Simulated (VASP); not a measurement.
# FeO (Wuestite) (Fm-3m) in VASP: a series of runs, part 2 of 3

VASP 6.6.1.

## Step 3: Relaxation of cell and atoms, RPBE, collinear spin, ferromagnetic start

The input, INCAR:

```
SYSTEM = FeO
PREC     = Accurate       ! precision mode
ENCUT    = 600            ! plane-wave cutoff, eV
EDIFF    = 1E-7           ! SCF threshold, eV
ISMEAR   = -1             ! smearing method
SIGMA    = 0.05           ! smearing width, eV
LREAL    = .False.        ! projectors in reciprocal space
LASPH    = .True.         ! aspherical terms in the spheres
NELM     = 150            ! most SCF steps
ALGO     = Normal         ! electronic algorithm
ISIF     = 3              ! what is computed and relaxed
LWAVE    = .False.        ! write WAVECAR
LCHARG   = .False.        ! write CHGCAR
ISPIN    = 2              ! spin polarisation
MAGMOM   = 3 0            ! initial moments
LORBIT   = 11             ! projections on sites
LMAXMIX  = 4              ! l up to which the mixer works
GGA      = RP             ! functional
IBRION   = 2              ! ionic algorithm
NSW      = 60             ! ionic steps
EDIFFG   = -0.01          ! ionic threshold
```

The input, KPOINTS:

```
regular mesh
0
Gamma
  11 11 11
  0 0 0
```

The input, POSCAR:

```
FeO
1.0
    0.0000000000      2.1554000000      2.1554000000
    2.1554000000      0.0000000000      2.1554000000
    2.1554000000      2.1554000000      0.0000000000
Fe O
1 1
Direct
    0.0000000000      0.0000000000      0.0000000000
    0.5000000000      0.5000000000      0.5000000000
```

Potentials or basis: VASP PAW PBE potentials, release 64 (Fe, O).

Launch:

```bash
$ cat potpaw_PBE.64/Fe/POTCAR potpaw_PBE.64/O/POTCAR > POTCAR
$ mpirun -np 1 vasp_std > vasp.out
```

OUTCAR:

```text
SYSTEM = FeO
   PREC = Accurate
   ENCUT = 600
   EDIFF = 1E-7
   ISMEAR = -1
   LREAL = .False.
   LASPH = .True.
   NELM = 150
   ISIF = 3
   ISPIN = 2
   LORBIT = 11
   GGA = RP
   IBRION = 2
   NSW = 60
   EDIFFG = -0.01

 ion  position               nearest neighbor table
   1  0.000  0.000  0.000-   2 2.16   2 2.16   2 2.16   2 2.16   2 2.16   2 2.16
   2  0.500  0.500  0.500-   1 2.16   1 2.16   1 2.16   1 2.16   1 2.16   1 2.16

  LATTYP: Found a face centered cubic cell.
 ALAT       =     4.3108000000

  Lattice vectors:

 A1 = (   0.0000000000,   2.1554000000,   2.1554000000)
 A2 = (   2.1554000000,   0.0000000000,   2.1554000000)
 A3 = (   2.1554000000,   2.1554000000,   0.0000000000)

Analysis of symmetry for initial positions (statically):
=====================================================================
 Subroutine PRICEL returns:
 Original cell was already a primitive cell.

 Routine SETGRP: Setting up the symmetry group for a
 face centered cubic supercell.

 Subroutine GETGRP returns: Found 48 space group operations
 (whereof 48 operations were pure point group operations)
 out of a pool of 48 trial point group operations.

The static configuration has the point symmetry O_h .

Analysis of symmetry for dynamics (positions and initial velocities):
=====================================================================
 Subroutine PRICEL returns:
 Original cell was already a primitive cell.

 Routine SETGRP: Setting up the symmetry group for a
 face centered cubic supercell.

 Subroutine GETGRP returns: Found 48 space group operations
 (whereof 48 operations were pure point group operations)
 out of a pool of 48 trial point group operations.

The dynamic configuration has the point symmetry O_h .

Analysis of structural, dynamic, and magnetic symmetry:
=====================================================================
 Subroutine PRICEL returns:
 Original cell was already a primitive cell.

 Routine SETGRP: Setting up the symmetry group for a
 face centered cubic supercell.

[... 152 lines left out ...]
  energy without entropy =      -14.11570289  energy(sigma->0) =      -14.12164155

------------------------ aborting loop because EDIFF is reached ----------------------------------------

  FORCE on cell =-STRESS in cart. coord.  units (eV):
  Direction    XX          YY          ZZ          XY          YZ          ZX
  --------------------------------------------------------------------------------------
  -------------------------------------------------------------------------------------
  Total        0.6515992      0.6515992      0.6515992     -0.0000000     -0.0000000      0.0000000
  in kB       52.1287745     52.1287745     52.1287745     -0.0000000     -0.0000000      0.0000000
  external PRESSURE =      52.1287745 kB  Pullay stress =       0.0000000 kB
[... 59 lines left out ...]
--------------------------------------- Ionic step        3  -------------------------------------------

 number of electron      14.0000002 magnetization       4.0011255

 Free energy of the ion-electron system (eV)
  ---------------------------------------------------
  ext. energy  EPLUGINS =         0.00000000
  ---------------------------------------------------
  free energy    TOTEN  =       -14.13685278 eV

  energy without entropy =      -14.12439947  energy(sigma->0) =      -14.13062613

 E-fermi :   6.0808     XC(G=0): -11.8417

 val. band max:        6.0777545111   @ k =  -0.2727   0.3636   0.0909
 cond. band min:       6.0836621355   @ k =  -0.3636   0.2727   0.0909
 fundamental gap:      0.0059076244
 Fermi energy:         6.0808100426

 spin component 1

 k-point     1 :       0.0000    0.0000    0.0000
  band No.  band energies     occupation
      1     -14.5217      1.00000
      2       2.1649      1.00000
      3       2.1649      1.00000
      4       2.1649      1.00000
      5       2.3290      1.00000
      6       2.3290      1.00000
      7       2.3534      1.00000
      8       2.3534      1.00000
      9       2.3534      1.00000
     10       6.0260      0.74960
     11      21.4867      0.00000
     12      22.8909      0.00000
     13      22.8909      0.00000
[... 356 lines left out ...]
      2      -1.0220      1.00000
      3      -0.0058      1.00000
      4       0.5025      1.00000
      5       2.4912      1.00000
      6       2.7383      1.00000
      7       3.3706      1.00000
      8       3.3751      1.00000
      9       5.2104      1.00000
     10       9.6602      0.00000
     11      16.5176      0.00000
     12      17.6565      0.00000
     13      20.7787      0.00000

 [... further k-points ...]

 spin component 2

 k-point     1 :       0.0000    0.0000    0.0000
  band No.  band energies     occupation
      1     -14.0054      1.00000
      2       2.8991      1.00000
      3       2.8991      1.00000
      4       2.8991      1.00000
      5       5.3904      1.00000
      6       5.3908      1.00000
      7       5.3908      1.00000
      8       6.3344      0.00623
      9       6.3349      0.00617
     10       6.8123      0.00000
     11      21.3183      0.00000
     12      23.7011      0.00000
     13      23.7012      0.00000
[... 397 lines left out ...]
  FREE ENERGIE OF THE ION-ELECTRON SYSTEM (eV)
  ---------------------------------------------------
  free  energy   TOTEN  =       -14.1368527783 eV

  energy  without entropy=      -14.1243994717  energy(sigma->0) =      -14.13062613

 reached required accuracy - stopping structural energy minimisation

 total charge

# of ion       s       p       d       tot
------------------------------------------
    1        0.277   0.337   6.060   6.673
    2        1.558   3.434   0.000   4.992
--------------------------------------------------
tot          1.835   3.771   6.060  11.666

 magnetization (x)

# of ion       s       p       d       tot
------------------------------------------
    1        0.026   0.019   3.586   3.632
    2        0.028   0.265   0.000   0.293
--------------------------------------------------
tot          0.055   0.284   3.586   3.925
```

OSZICAR:

```text
N       E                     dE             d eps       ncg     rms          rms(c)
DAV:   1     0.870073313539E+02    0.87007E+02   -0.77035E+03  3005   0.139E+03
DAV:   2    -0.983386771882E+01   -0.96841E+02   -0.84569E+02  3095   0.271E+02
[... 32 lines left out ...]
DAV:   4    -0.141369944766E+02    0.30417E-03   -0.35819E-04  3405   0.336E-01    0.202E-01
DAV:   5    -0.141368432239E+02    0.15125E-03   -0.10756E-04  3047   0.131E-01    0.554E-02
DAV:   6    -0.141368515679E+02   -0.83439E-05   -0.10377E-05  3837   0.457E-02    0.137E-02
DAV:   7    -0.141368525603E+02   -0.99246E-06   -0.85630E-07  3190   0.144E-02    0.775E-03
DAV:   8    -0.141368527330E+02   -0.17271E-06   -0.14547E-07  2634   0.640E-03    0.214E-03
DAV:   9    -0.141368527783E+02   -0.45257E-07   -0.11887E-07  1821   0.526E-03
   3 F= -.14136853E+02 E0= -.14130626E+02  d E =-.927258E-02  mag=     4.0011
```

CONTCAR:

```text
FeO
   1.00000000000000
    -0.0000000000000000    2.1762473695001243    2.1762473695001243
     2.1762473695001243    0.0000000000000000    2.1762473695001243
     2.1762473695001243    2.1762473695001243    0.0000000000000000
  Fe              O
     1     1
Direct
     0.0000000000000000    0.0000000000000000    0.0000000000000000
     0.5000000000000000    0.5000000000000000    0.5000000000000000

  0.00000000E+00  0.00000000E+00  0.00000000E+00
  0.00000000E+00  0.00000000E+00  0.00000000E+00
```

Wall time 69 s (1 thread of Intel Xeon 6975P-C, shared host); peak memory 0.17 GiB.

What came out:

| Item | Value |
| --- | --- |
| Free energy | -14.1369 eV |
| Relaxed volume | 10.31 Å³/atom |
| Relaxed cell | a = 3.078 Å, b = 3.078 Å, c = 3.078 Å, α = 60.00°, β = 60.00°, γ = 60.00° |
| Space group after relaxing (to 0.05 Å) | Fm-3m (No. 225) |
| Energy gained by relaxing | 4.6 meV/atom |
| Ionic steps | 3 |
| Pressure after relaxing | 0.0 GPa |
| Band gap on the k mesh | zero (filled and empty bands overlap) |
| Net moment | 4.00 μB per cell |
| Site moments | Fe +3.63; O +0.29 μB |
| Valence electrons inside the program's atomic spheres | Fe 6.67; O 4.99 |

The path:
| step | energy change (eV) | largest force (eV/Å) | pressure (GPa) | volume (Å³) |
| --- | --- | --- | --- | --- |
| 1 | 0.0000 | 0.0000 | 5.21 | 20.03 |
| 2 | -0.0058 | 0.0000 | -2.90 | 20.99 |
| 3 | -0.0093 | 0.0000 | 0.00 | 20.61 |

Final structure:
```
CELL_PARAMETERS angstrom
0.00000 2.17625 2.17625
2.17625 0.00000 2.17625
2.17625 2.17625 0.00000
ATOMIC_POSITIONS crystal
Fe 0.00000 0.00000 0.00000
O 0.50000 0.50000 0.50000
```

Levels at points of the mesh, in eV from the Fermi level:
Spin up:
| k point | band 6 | band 7 | band 8 | band 9 | band 10 | band 11 | band 12 | band 13 |
| --- | --- | --- | --- | --- | --- | --- | --- | --- |
| (0.00, 0.00, 0.00) | -3.75 | -3.73 | -3.73 | -3.73 | -0.05 | 15.41 | 16.81 | 16.81 |
Spin down:
```tsv
k point	band 3	band 4	band 5	band 6	band 7	band 8
(0.00, 0.00, 0.00)	-3.18	-3.18	-0.69	-0.69	-0.69	0.25
```

Caveat: the PAW data sets were made with another functional, which shifts forces and pressure a little; a cell with one magnetic atom can't hold antiferromagnetic order, which such compounds often take; semilocal functionals often make such compounds metallic where correlation or magnetic order opens a gap, which also shifts bond lengths.

## Step 4: Relaxation of cell and atoms, BLYP, collinear spin, ferromagnetic start

The input, INCAR:

```
SYSTEM = FeO
PREC = Accurate ; ENCUT = 600
EDIFF = 1E-6 ; ISMEAR = -1
SIGMA = 0.05 ; LREAL = .False.
LASPH = .True. ; NELM = 150
ALGO = Normal ; ISIF = 3
LWAVE = .False. ; LCHARG = .False.
ISPIN = 2 ; MAGMOM = 3 0
LORBIT = 11 ; LMAXMIX = 4
GGA = B5 ; ALDAX = 1.0
AGGAX = 1.0 ; AGGAC = 1.0
ALDAC = 0.0 ; IBRION = 2
NSW = 60 ; EDIFFG = -0.01
```

The input, KPOINTS:

```
Automatic mesh
0
Gamma
  11 11 11
  0 0 0
```

POSCAR is that of step 3.

Potentials or basis: VASP PAW PBE potentials, release 64 (Fe, O).

Launch:

```bash
$ cat potpaw_PBE.64/Fe/POTCAR potpaw_PBE.64/O/POTCAR > POTCAR
$ mpirun -np 1 vasp_std > vasp.out
```

OUTCAR:

```text
SYSTEM = FeO
   PREC = Accurate
   ENCUT = 600
   EDIFF = 1E-6
   ISMEAR = -1
   LREAL = .False.
   LASPH = .True.
   NELM = 150
   ISIF = 3
   ISPIN = 2
   LORBIT = 11
   GGA = B5
   IBRION = 2
   NSW = 60
   EDIFFG = -0.01

 ion  position               nearest neighbor table
   1  0.000  0.000  0.000-   2 2.16   2 2.16   2 2.16   2 2.16   2 2.16   2 2.16
   2  0.500  0.500  0.500-   1 2.16   1 2.16   1 2.16   1 2.16   1 2.16   1 2.16

  LATTYP: Found a face centered cubic cell.
 ALAT       =     4.3108000000

  Lattice vectors:

 A1 = (   0.0000000000,   2.1554000000,   2.1554000000)
 A2 = (   2.1554000000,   0.0000000000,   2.1554000000)
 A3 = (   2.1554000000,   2.1554000000,   0.0000000000)

Analysis of symmetry for initial positions (statically):
=====================================================================
 Subroutine PRICEL returns:
 Original cell was already a primitive cell.

[... 649 lines left out ...]
      6       2.9739      1.00000
      7       3.5337      1.00000
      8       3.5891      1.00000
      9       5.3554      1.00000
     10       9.9028      0.00000
     11      16.9253      0.00000
     12      17.7926      0.00000
     13      20.8894      0.00000

 [... further k-points ...]

 spin component 2

 k-point     1 :       0.0000    0.0000    0.0000
  band No.  band energies     occupation
      1     -13.6334      1.00000
      2       3.0297      1.00000
      3       3.0297      1.00000
      4       3.0297      1.00000
      5       5.3832      1.00000
      6       5.3835      1.00000
      7       5.3835      1.00000
      8       6.2545      0.02295
      9       6.2548      0.02281
     10       7.0822      0.00000
     11      22.1762      0.00000
     12      24.0153      0.00000
     13      24.0153      0.00000
[... 397 lines left out ...]
  FREE ENERGIE OF THE ION-ELECTRON SYSTEM (eV)
  ---------------------------------------------------
  free  energy   TOTEN  =       -13.8945211354 eV

  energy  without entropy=      -13.8813720819  energy(sigma->0) =      -13.88794661

 reached required accuracy - stopping structural energy minimisation

 total charge

# of ion       s       p       d       tot
------------------------------------------
    1        0.274   0.327   6.099   6.699
    2        1.545   3.442   0.000   4.988
--------------------------------------------------
tot          1.819   3.769   6.099  11.687

 magnetization (x)

# of ion       s       p       d       tot
------------------------------------------
    1        0.022   0.017   3.562   3.600
    2        0.029   0.286   0.000   0.315
--------------------------------------------------
tot          0.052   0.302   3.562   3.916
```

CONTCAR:

```text
FeO
   1.00000000000000
     0.0000000000000000    2.1826279914347042    2.1826279914347042
     2.1826279914347042    0.0000000000000000    2.1826279914347042
     2.1826279914347042    2.1826279914347042   -0.0000000000000000
  Fe              O
     1     1
Direct
     0.0000000000000000    0.0000000000000000    0.0000000000000000
     0.5000000000000000    0.5000000000000000    0.5000000000000000

  0.00000000E+00  0.00000000E+00  0.00000000E+00
  0.00000000E+00  0.00000000E+00  0.00000000E+00
```

Wall time 74 s (1 thread of Intel Xeon 6975P-C, shared host); peak memory 0.18 GiB.

Results:

| Property | Result |
| --- | --- |
| Free energy | -13.8945 eV |
| Relaxed volume | 10.40 Å³/atom |
| Relaxed cell | a = 3.087 Å, b = 3.087 Å, c = 3.087 Å, α = 60.00°, β = 60.00°, γ = 60.00° |
| Space group after relaxing (to 0.05 Å) | Fm-3m (No. 225) |
| Energy gained by relaxing | 8.0 meV/atom |
| Ionic steps | 3 |
| Pressure after relaxing | 0.0 GPa |
| Band gap on the k mesh | zero (filled and empty bands overlap) |
| Net moment | 4.00 μB per cell |
| Site moments | Fe +3.60; O +0.32 μB |
| Valence electrons inside the program's atomic spheres | Fe 6.70; O 4.99 |

The path:
```tsv
step	energy change (eV)	largest force (eV/Å)	pressure (GPa)	volume (Å³)
1	0.0000	0.0000	6.83	20.03
2	-0.0099	0.0000	-3.81	21.29
3	-0.0159	0.0000	-0.02	20.80
```

Final structure:
```
Fe O
1.0
     0.00000    2.18263    2.18263
     2.18263    0.00000    2.18263
     2.18263    2.18263    0.00000
Fe O
1 1
Cartesian
  0.0000 0.0000 0.0000
  2.1826 2.1826 2.1826
```

Caveat: the PAW data sets were made with another functional, which shifts forces and pressure a little; a cell with one magnetic atom can't hold antiferromagnetic order, which such compounds often take; semilocal functionals often make such compounds metallic where correlation or magnetic order opens a gap, which also shifts bond lengths.

## Step 5: Single point, BLYP, collinear spin, ferromagnetic start

The input, INCAR:

```
PREC     = Accurate       # precision mode
ENCUT    = 520            # plane-wave cutoff, eV
EDIFF    = 1E-6           # SCF threshold, eV
ISMEAR   = -1             # smearing method
SIGMA    = 0.05           # smearing width, eV
LREAL    = False          # projectors in reciprocal space
LASPH    = True           # aspherical terms in the spheres
NELM     = 150            # most SCF steps
ALGO     = Normal         # electronic algorithm
ISIF     = 2              # what is computed and relaxed
LWAVE    = False          # write WAVECAR
LCHARG   = False          # write CHGCAR
ISPIN    = 2              # spin polarisation
MAGMOM   = 3 0            # initial moments
LORBIT   = 11             # projections on sites
LMAXMIX  = 4              # l up to which the mixer works
GGA      = B5             # functional
ALDAX    = 1.0          
AGGAX    = 1.0          
AGGAC    = 1.0          
ALDAC    = 0.0          
NBANDS   = 18             # bands
```

The input, KPOINTS:

```
Automatic mesh
0
Gamma
  11 11 11
```

POSCAR is that of step 4.

Launch:

```bash
$ cat potpaw_PBE.64/Fe/POTCAR potpaw_PBE.64/O/POTCAR > POTCAR
$ mpirun -np 1 vasp_std > vasp.out
```

It took 30 s on 1 thread of Intel Xeon 6975P-C, shared host; peak memory 0.17 GiB.

It converged, with:

```yaml
Free_energy: -13.8769 eV
Pressure: 7.0 GPa
Band_gap_on_the_k_mesh: zero (filled and empty bands overlap)
Net_moment: 4.00 μB per cell
Site_moments: Fe +3.60; O +0.32 μB
Valence_electrons_inside_the_program's_atomic_spheres: Fe 6.76; O 5.01
```

Levels at points of the mesh, in eV from the Fermi level:
Spin up:
| k point | band 7 | band 8 | band 9 | band 10 | band 11 | band 12 |
| --- | --- | --- | --- | --- | --- | --- |
| (0.00, 0.00, 0.00) | -3.71 | -3.49 | -3.49 | 0.50 | 16.27 | 17.46 |
Spin down:
| k point | band 1 | band 2 | band 3 | band 4 | band 5 | band 6 | band 7 | band 8 | band 9 | band 10 |
| --- | --- | --- | --- | --- | --- | --- | --- | --- | --- | --- |
| (0.00, 0.00, 0.00) | -19.99 | -3.16 | -3.16 | -3.16 | -0.73 | -0.73 | -0.73 | 0.17 | 0.17 | 1.23 |

Caveat: the PAW data sets were made with another functional, which shifts forces and pressure a little; a cell with one magnetic atom can't hold antiferromagnetic order, which such compounds often take; semilocal functionals often make such compounds metallic where correlation or magnetic order opens a gap, which also shifts bond lengths. With open d or f shells a metallic result of BLYP can be an artefact of self-interaction; +U or a hybrid may open a gap.

(Continued in part 3 of 3.)
